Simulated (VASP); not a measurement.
# CaSi3Se4 (Pm-3m) in VASP: notebook

Runs on CaSi3Se4. Level: PBE. Tasks: single point, relaxation of cell and atoms.

Everything below comes from runs of VASP 6.6.1. Logs are shortened: lines on timing, memory, paths and dates and some standing lists are left out, and cuts for length are marked.

**1. The cell of the first run**

Symmetry: Pm-3m, No. 221, cubic system. The conventional cell has a = 5.622 Å, b = 5.622 Å, c = 5.622 Å, α = 90.00°, β = 90.00°, γ = 90.00°. Ca (site symmetry m-3m) has 6 Se at 2.81 Å within 3.7 Å. Si (site symmetry 4/mmm) has 6 Se at 2.81 Å within 3.7 Å. Se (site symmetry 4/mmm) has 2 Ca at 2.81 Å and 4 Si at 2.81 Å within 3.7 Å. Within 3.7 Å of Se (site symmetry m-3m) lie 6 Si at 2.81 Å.

**2. Single point, PBE**

Contents of INCAR:

```
PREC = Accurate
ENCUT = 520
EDIFF = 1E-6
ISMEAR = 0
SIGMA = 0.1
LREAL = F
LASPH = T
NELM = 100
ALGO = Normal
ISIF = 2
LWAVE = F
LCHARG = F
GGA = PE
NBANDS = 33
```

Contents of KPOINTS:

```
Automatic mesh
0
Gamma
  8 8 8
```

Contents of POSCAR:

```
CaSi3Se4
1.0
    5.6218073226      0.0000000000      0.0000000000
    0.0000000000      5.6218073226      0.0000000000
    0.0000000000      0.0000000000      5.6218073226
Ca Si Se
1 3 4
Direct
    0.5000000000      0.5000000000      0.5000000000
    0.5000000000      0.0000000000      0.0000000000
    0.0000000000      0.5000000000      0.0000000000
    0.0000000000      0.0000000000      0.5000000000
    0.0000000000      0.5000000000      0.5000000000
    0.5000000000      0.0000000000      0.5000000000
    0.5000000000      0.5000000000      0.0000000000
    0.0000000000      0.0000000000      0.0000000000
```

Potentials or basis: VASP PAW PBE potentials, release 64 (Ca_sv, Si, Se).

Launch:

```sh
$ cat potpaw_PBE.64/Ca_sv/POTCAR potpaw_PBE.64/Si/POTCAR potpaw_PBE.64/Se/POTCAR > POTCAR
$ mpirun -np 1 vasp_std > vasp.out
```

OUTCAR:

```text
PREC = Accurate
   ENCUT = 520
   EDIFF = 1E-6
   ISMEAR = 0
   LREAL = F
   LASPH = T
   NELM = 100
   ISIF = 2
   GGA = PE

 ion  position               nearest neighbor table
   1  0.500  0.500  0.500-   5 2.81   6 2.81   7 2.81   7 2.81   6 2.81   5 2.81
   2  0.500  0.000  0.000-   6 2.81   7 2.81   8 2.81   6 2.81   7 2.81   8 2.81
   3  0.000  0.500  0.000-   5 2.81   7 2.81   8 2.81   5 2.81   8 2.81   7 2.81
   4  0.000  0.000  0.500-   5 2.81   6 2.81   8 2.81   8 2.81   5 2.81   6 2.81
   5  0.000  0.500  0.500-   1 2.81   3 2.81   4 2.81   3 2.81   4 2.81   1 2.81
   6  0.500  0.000  0.500-   1 2.81   2 2.81   4 2.81   2 2.81   1 2.81   4 2.81
   7  0.500  0.500  0.000-   1 2.81   2 2.81   3 2.81   1 2.81   2 2.81   3 2.81
   8  0.000  0.000  0.000-   2 2.81   3 2.81   4 2.81   4 2.81   3 2.81   2 2.81

  LATTYP: Found a simple cubic cell.
 ALAT       =     5.6218073226

  Lattice vectors:

 A1 = (   5.6218073226,   0.0000000000,   0.0000000000)
 A2 = (   0.0000000000,   5.6218073226,   0.0000000000)
 A3 = (   0.0000000000,   0.0000000000,   5.6218073226)

Analysis of symmetry for initial positions (statically):
=====================================================================
 Subroutine PRICEL returns:
 Original cell was already a primitive cell.

 Routine SETGRP: Setting up the symmetry group for a
 simple cubic supercell.

 Subroutine GETGRP returns: Found 48 space group operations
 (whereof 48 operations were pure point group operations)
 out of a pool of 48 trial point group operations.

The static configuration has the point symmetry O_h .

Analysis of symmetry for dynamics (positions and initial velocities):
=====================================================================
 Subroutine PRICEL returns:
 Original cell was already a primitive cell.

 Routine SETGRP: Setting up the symmetry group for a
 simple cubic supercell.

 Subroutine GETGRP returns: Found 48 space group operations
 (whereof 48 operations were pure point group operations)
 out of a pool of 48 trial point group operations.

The dynamic configuration has the point symmetry O_h .

 Subroutine INISYM returns: Found 48 space group operations
 (whereof 48 operations are pure point group operations),
 and found     1 'primitive' translations

----------------------------------------------------------------------------------------

                                     Primitive cell

  volume of cell :     177.6756

  direct lattice vectors                    reciprocal lattice vectors
     5.621807323  0.000000000  0.000000000     0.177878739  0.000000000  0.000000000
[... 107 lines left out ...]
   TEBEG  =    0.0;   TEEND  =   0.0 temperature during run
   PSTRESS=    0.0 pullay stress
   NELECT =      46.0000    total number of electrons
   NUPDOWN=      -1.0000    fix difference up-down
   EMIN   =  10.00;   EMAX   =-10.00  energy-range for DOS
   EFERMI =   0.00;   METHOD = LEGACY
   ISMEAR =     0;   SIGMA  =   0.10  broadening in eV -4-tet -1-fermi 0-gaus
   EFERMI_NEDOS =   21; number of points for ismear=-14 and -15
   IALGO  =     38    algorithm
   IMIX   =      4    mixing-type and parameters
     AMIX     =   0.40;   BMIX     =  1.00
     AMIX_MAG =   1.60;   BMIX_MAG =  1.00
  volume/ion in A,a.u.               =      22.21       149.88
  Fermi-wavevector in a.u.,A,eV,Ry     =   1.043402  1.971743 14.812484  1.088687
  Thomas-Fermi vector in A             =   2.178109
   LORBIT       =      0    0 simple, 1 ext, 2 COOP (PROOUT), +10 PAW based schemes
   GGA     = PE    functional components
   LHFCALC =     F    Hartree Fock is set to
   AEXX    =    0.0000 exact exchange contribution
   IVDW    =     0    specifies the selected vdW correction
   LEPSILON=     F    determine dielectric tensor
   LRPA    =     F    only Hartree local field effects (RPA)
 non-spin polarized calculation
 Gauss-broadening in eV      SIGMA  =   0.10
  energy-cutoff  :      520.00
  volume of cell :      177.68
 maximum number of plane-waves:      4828
 NGX is ok and might be reduce to    42
   NGX = 21   NGY = 21   NGZ = 21

 number of electron      45.9999993 magnetization

 Free energy of the ion-electron system (eV)
  ---------------------------------------------------
  ext. energy  EPLUGINS =         0.00000000
  ---------------------------------------------------
  free energy    TOTEN  =       -35.29831586 eV

  energy without entropy =      -35.29760769  energy(sigma->0) =      -35.29796177

 E-fermi :   5.2201     XC(G=0):  -9.6870

 val. band max:        5.0969731421   @ k =   0.5000   0.5000   0.5000
 cond. band min:       5.2252034779   @ k =   0.5000   0.5000   0.5000
 fundamental gap:      0.1282303358
 Fermi energy:         5.2200901359

 k-point     1 :       0.0000    0.0000    0.0000
  band No.  band energies     occupation
      1     -35.3700      2.00000
      2     -16.4732      2.00000
      3     -16.4732      2.00000
      4     -16.4732      2.00000
      5      -9.2995      2.00000
      6      -7.8846      2.00000
[... 853 lines left out ...]
     32       9.1730      0.00000
     33       9.3378      0.00000

 [... further k-points ...]

------------------------ aborting loop because EDIFF is reached ----------------------------------------

  FORCE on cell =-STRESS in cart. coord.  units (eV):
  Direction    XX          YY          ZZ          XY          YZ          ZX
  --------------------------------------------------------------------------------------
  -------------------------------------------------------------------------------------
  Total        0.0954107      0.0954107      0.0954107      0.0000000      0.0000000     -0.0000000
  in kB        0.8603592      0.8603592      0.8603592      0.0000000      0.0000000     -0.0000000
  external PRESSURE =       0.8603592 kB  Pullay stress =       0.0000000 kB

 VOLUME and BASIS-vectors are now :
 -----------------------------------------------------------------------------
  energy-cutoff  :      520.00
  volume of cell :      177.68
      direct lattice vectors                 reciprocal lattice vectors
     5.621807323  0.000000000  0.000000000     0.177878739  0.000000000  0.000000000
     0.000000000  5.621807323  0.000000000     0.000000000  0.177878739  0.000000000
     0.000000000  0.000000000  5.621807323     0.000000000  0.000000000  0.177878739

 POSITION                                       TOTAL-FORCE (eV/Angst)
 -----------------------------------------------------------------------------------
      2.81090      2.81090      2.81090         0.000000      0.000000      0.000000
      2.81090      0.00000      0.00000         0.000000      0.000000      0.000000
      0.00000      2.81090      0.00000         0.000000      0.000000      0.000000
      0.00000      0.00000      2.81090         0.000000      0.000000      0.000000
      0.00000      2.81090      2.81090         0.000000      0.000000      0.000000
      2.81090      0.00000      2.81090         0.000000      0.000000      0.000000
      2.81090      2.81090      0.00000         0.000000      0.000000      0.000000
      0.00000      0.00000      0.00000         0.000000      0.000000      0.000000
 -----------------------------------------------------------------------------------
    total drift:                                0.000000     -0.000000     -0.000000

  FREE ENERGIE OF THE ION-ELECTRON SYSTEM (eV)
  ---------------------------------------------------
  free  energy   TOTEN  =       -35.2983158575 eV

  energy  without entropy=      -35.2976076901  energy(sigma->0) =      -35.29796177
```

OSZICAR:

```text
N       E                     dE             d eps       ncg     rms          rms(c)
DAV:   1     0.254182920177E+03    0.25418E+03   -0.19705E+04  2310   0.122E+03
DAV:   2    -0.148591662125E+02   -0.26904E+03   -0.25757E+03  2819   0.253E+02
DAV:   3    -0.351643689807E+02   -0.20305E+02   -0.19957E+02  3635   0.606E+01
DAV:   4    -0.359548436504E+02   -0.79047E+00   -0.78783E+00  3572   0.104E+01
DAV:   5    -0.359800784786E+02   -0.25235E-01   -0.25228E-01  3339   0.136E+00    0.704E+00
DAV:   6    -0.353290660665E+02    0.65101E+00   -0.10601E+00  2855   0.449E+00    0.431E+00
DAV:   7    -0.352917114752E+02    0.37355E-01   -0.69546E-01  3009   0.355E+00    0.142E+00
DAV:   8    -0.352986153297E+02   -0.69039E-02   -0.13469E-01  2910   0.156E+00    0.439E-01
DAV:   9    -0.352983635545E+02    0.25178E-03   -0.12751E-02  2839   0.563E-01    0.134E-01
DAV:  10    -0.352982394984E+02    0.12406E-03   -0.18431E-03  3094   0.220E-01    0.607E-02
DAV:  11    -0.352983038610E+02   -0.64363E-04   -0.33399E-04  3356   0.806E-02    0.230E-02
DAV:  12    -0.352983144156E+02   -0.10555E-04   -0.57149E-05  3006   0.440E-02    0.108E-02
DAV:  13    -0.352983161455E+02   -0.17299E-05   -0.99770E-06  2978   0.183E-02    0.615E-03
DAV:  14    -0.352983158575E+02    0.28796E-06   -0.82399E-07  2043   0.445E-03
   1 F= -.35298316E+02 E0= -.35297962E+02  d E =-.708167E-03
```

Wall time 1.7 min (1 thread of Intel Xeon 6975P-C (Granite Rapids), shared host); peak memory 0.37 GiB.

What came out:

* Free energy: -35.2983 eV
* Pressure: 0.1 GPa
* Band gap on the k mesh: zero (filled and empty bands touch)

**3. Relaxation of cell and atoms, PBE**

This run uses another cell than the first one, of 21.96 Å³/atom.

Contents of INCAR:

```
ALGO     = Normal         # electronic algorithm
EDIFF    = 1E-6           # SCF threshold, eV
EDIFFG   = -0.01          # ionic threshold
ENCUT    = 600            # plane-wave cutoff, eV
GGA      = PE             # functional
IBRION   = 2              # ionic algorithm
ISIF     = 3              # what is computed and relaxed
ISMEAR   = 0              # smearing method
LASPH    = True           # aspherical terms in the spheres
LCHARG   = False          # write CHGCAR
LREAL    = False          # projectors in reciprocal space
LWAVE    = False          # write WAVECAR
NELM     = 100            # most SCF steps
NSW      = 100            # ionic steps
PREC     = Accurate       # precision mode
SIGMA    = 0.1            # smearing width, eV
```

Contents of KPOINTS:

```
k-points
0
Gamma
  8 8 8
```

POSCAR: that of step 2 with these lines changed.

```diff
@@ -2,5 +2,5 @@
 1.0
-    5.6218073226      0.0000000000      0.0000000000
-    0.0000000000      5.6218073226      0.0000000000
-    0.0000000000      0.0000000000      5.6218073226
+    5.6004963681      0.0000000000      0.0000000000
+    0.0000000000      5.6004963681      0.0000000000
+    0.0000000000      0.0000000000      5.6004963681
 Ca Si Se
```

Potentials or basis: VASP PAW PBE potentials, release 64 (Ca_sv, Si, Se).

Launch:

```sh
$ cat potpaw_PBE.64/Ca_sv/POTCAR potpaw_PBE.64/Si/POTCAR potpaw_PBE.64/Se/POTCAR > POTCAR
$ mpirun -np 1 vasp_std > vasp.out
```

Wall time 4.3 min (1 thread of Intel Xeon 6975P-C (Granite Rapids), shared host); peak memory 0.47 GiB.

Results (log left out):

```yaml
Free_energy: -35.2986 eV
Relaxed_volume: 22.24 Å³/atom
Relaxed_cell: a = 5.625 Å, b = 5.625 Å, c = 5.625 Å, α = 90.00°, β = 90.00°, γ = 90.00°
Space_group_after_relaxing_to_0.1_Å: Pm-3m (No. 221)
Energy_gained_by_relaxing: 0.7 meV/atom
Ionic_steps: 3
Pressure_after_relaxing: 0.0 GPa
Band_gap_on_the_k_mesh: zero (filled and empty bands touch)
```

The path:
```tsv
step	energy change (eV)	largest force (eV/Å)	pressure (GPa)	volume (Å³)
1	0.0000	0.0000	0.77	175.66
2	-0.0052	0.0000	-0.13	178.37
3	-0.0054	0.0000	0.00	177.95
```

Final structure:
```xyz
8
Lattice="5.6247 0.0000 0.0000 0.0000 5.6247 0.0000 0.0000 0.0000 5.6247" Properties=species:S:1:pos:R:3 pbc="T T T"
Ca    2.8123    2.8123    2.8123
Si    2.8123    0.0000    0.0000
Si    0.0000    2.8123    0.0000
Si    0.0000    0.0000    2.8123
Se    0.0000    2.8123    2.8123
Se    2.8123    0.0000    2.8123
Se    2.8123    2.8123    0.0000
Se    0.0000    0.0000    0.0000
```

Levels at points of the mesh, in eV from the Fermi level:
| k point | band 19 | band 20 | band 21 | band 22 | band 23 | band 24 | band 25 | band 26 | band 27 | band 28 |
| --- | --- | --- | --- | --- | --- | --- | --- | --- | --- | --- |
| (0.00, 0.00, 0.00) | -3.38 | -3.38 | -1.73 | -1.73 | -1.73 | 1.55 | 1.55 | 1.55 | 4.07 | 4.07 |
| (0.50, 0.00, 0.00) | -2.27 | -2.27 | -1.76 | -1.47 | -0.85 | 0.84 | 1.56 | 1.75 | 2.01 | 3.31 |
| (0.50, 0.50, 0.00) | -2.35 | -2.35 | -1.06 | -0.66 | -0.66 | 0.55 | 0.89 | 0.98 | 1.14 | 1.15 |
| (0.50, 0.50, 0.50) | -2.23 | -2.23 | -0.12 | 0.01 | 0.01 | 0.01 | 0.38 | 0.38 | 0.39 | 0.39 |

**4. Single point, PBE**

This run uses another cell than the first one, of 18.70 Å³/atom.

Contents of INCAR:

```
SYSTEM = CaSi3Se4
ALGO     = Normal         ! electronic algorithm
EDIFF    = 1E-6           ! SCF threshold, eV
ENCUT    = 520            ! plane-wave cutoff, eV
GGA      = PE             ! functional
ISIF     = 2              ! what is computed and relaxed
ISMEAR   = 0              ! smearing method
LASPH    = .True.         ! aspherical terms in the spheres
LCHARG   = .False.        ! write CHGCAR
LREAL    = .False.        ! projectors in reciprocal space
LWAVE    = .False.        ! write WAVECAR
NBANDS   = 33             ! bands
NELM     = 100            ! most SCF steps
PREC     = Accurate       ! precision mode
SIGMA    = 0.1            ! smearing width, eV
```

Contents of KPOINTS:

```
k-points
0
Gamma
  4 4 4
  0 0 0
```

POSCAR: that of step 3 with these lines changed.

```diff
@@ -2,5 +2,5 @@
 1.0
-    5.6004963681      0.0000000000      0.0000000000
-    0.0000000000      5.6004963681      0.0000000000
-    0.0000000000      0.0000000000      5.6004963681
+    5.3090139700      0.0000000000      0.0000000000
+    0.0000000000      5.3090139700      0.0000000000
+    0.0000000000      0.0000000000      5.3090139700
 Ca Si Se
```

Potentials or basis: VASP PAW PBE potentials, release 64 (Ca_sv, Si, Se).

Launch:

```sh
$ cat potpaw_PBE.64/Ca_sv/POTCAR potpaw_PBE.64/Si/POTCAR potpaw_PBE.64/Se/POTCAR > POTCAR
$ mpirun -np 1 vasp_std > vasp.out
```

OUTCAR:

```text
SYSTEM = CaSi3Se4
   EDIFF = 1E-6
   ENCUT = 520
   GGA = PE
   ISIF = 2
   ISMEAR = 0
   LASPH = .True.
   LREAL = .False.
   NELM = 100
   PREC = Accurate

 ion  position               nearest neighbor table
   1  0.500  0.500  0.500-   5 2.65   6 2.65   7 2.65   7 2.65   6 2.65   5 2.65
   2  0.500  0.000  0.000-   6 2.65   7 2.65   8 2.65   6 2.65   7 2.65   8 2.65
   3  0.000  0.500  0.000-   5 2.65   7 2.65   8 2.65   5 2.65   8 2.65   7 2.65
   4  0.000  0.000  0.500-   5 2.65   6 2.65   8 2.65   8 2.65   5 2.65   6 2.65
   5  0.000  0.500  0.500-   1 2.65   3 2.65   4 2.65   3 2.65   4 2.65   1 2.65
   6  0.500  0.000  0.500-   1 2.65   2 2.65   4 2.65   2 2.65   1 2.65   4 2.65
   7  0.500  0.500  0.000-   1 2.65   2 2.65   3 2.65   1 2.65   2 2.65   3 2.65
[... 558 lines left out ...]
  external PRESSURE =     137.9517227 kB  Pullay stress =       0.0000000 kB

 VOLUME and BASIS-vectors are now :
 -----------------------------------------------------------------------------
  energy-cutoff  :      520.00
  volume of cell :      149.64
      direct lattice vectors                 reciprocal lattice vectors
     5.309013970  0.000000000  0.000000000     0.188358894  0.000000000  0.000000000
     0.000000000  5.309013970  0.000000000     0.000000000  0.188358894  0.000000000
     0.000000000  0.000000000  5.309013970     0.000000000  0.000000000  0.188358894

 POSITION                                       TOTAL-FORCE (eV/Angst)
 -----------------------------------------------------------------------------------
      2.65451      2.65451      2.65451         0.000000      0.000000      0.000000
      2.65451      0.00000      0.00000         0.000000      0.000000      0.000000
      0.00000      2.65451      0.00000         0.000000      0.000000      0.000000
      0.00000      0.00000      2.65451         0.000000      0.000000      0.000000
      0.00000      2.65451      2.65451         0.000000      0.000000      0.000000
      2.65451      0.00000      2.65451         0.000000      0.000000      0.000000
      2.65451      2.65451      0.00000         0.000000      0.000000      0.000000
      0.00000      0.00000      0.00000         0.000000      0.000000      0.000000
 -----------------------------------------------------------------------------------
    total drift:                                0.000000      0.000000     -0.000000

  FREE ENERGIE OF THE ION-ELECTRON SYSTEM (eV)
  ---------------------------------------------------
  free  energy   TOTEN  =       -34.2281762960 eV

  energy  without entropy=      -34.2251346697  energy(sigma->0) =      -34.22665548
```

stdout:

```text
POSCAR found type information on POSCAR CaSiSe
 POSCAR found :  3 types and       8 ions
 scaLAPACK will be used
 LDA part: xc-table for (Slater+PW92), standard interpolation
 POSCAR, INCAR and KPOINTS ok, starting setup
 FFT: planning ... GRIDC
 FFT: planning ... GRID_SOFT
 FFT: planning ... GRID
 WAVECAR not read
 entering main loop
```

Wall time 29 s (1 thread of Intel Xeon 6975P-C (Granite Rapids), shared host); peak memory 0.25 GiB.

What came out:

| Property | Result |
| --- | --- |
| Free energy | -34.2282 eV |
| Pressure | 13.8 GPa |
| Band gap on the k mesh | zero (filled and empty bands touch) |

Levels at points of the mesh, in eV from the Fermi level:
| k point | band 19 | band 20 | band 21 | band 22 | band 23 | band 24 | band 25 | band 26 | band 27 | band 28 |
| --- | --- | --- | --- | --- | --- | --- | --- | --- | --- | --- |
| (0.00, 0.00, 0.00) | -4.05 | -4.05 | -1.94 | -1.94 | -1.94 | 0.71 | 0.71 | 0.71 | 3.83 | 3.83 |
| (0.50, 0.00, 0.00) | -2.62 | -2.62 | -1.90 | -1.61 | -0.76 | 0.91 | 1.31 | 2.04 | 2.20 | 2.53 |
| (0.50, 0.50, 0.00) | -2.94 | -2.94 | -1.15 | -0.62 | -0.62 | 0.61 | 0.84 | 0.95 | 1.58 | 1.58 |
| (0.50, 0.50, 0.50) | -2.78 | -2.78 | -0.12 | -0.03 | -0.03 | -0.03 | 0.15 | 0.15 | 0.15 | 0.17 |

Caveat: the cell stands under pressure.

**5. The runs side by side**

| task | cell | k mesh | cutoff (eV) | gap on the mesh (eV) | pressure (GPa) |
| --- | --- | --- | --- | --- | --- |
| single point | a = 5.622 Å, 8 atoms | 8 × 8 × 8 | 520 | none | 0.1 |
| relaxation of cell and atoms | relaxed from a = 5.600 Å, 8 atoms | 8 × 8 × 8 | 600 | none | 0.0 |
| single point | a = 5.309 Å, 8 atoms | 4 × 4 × 4 | 520 | none | 13.8 |

Alike in all rows: level PBE; potentials or basis VASP PAW PBE potentials, release 64 (Ca_sv, Si, Se); no spin polarisation; smearing gaussian 0.1 eV.

Caveats: the cell stands under pressure (at least some runs).

Absolute energies hang on the potentials; compare differences alone.

The gap in the log of VASP goes by the Fermi energy; the results here count the filled bands.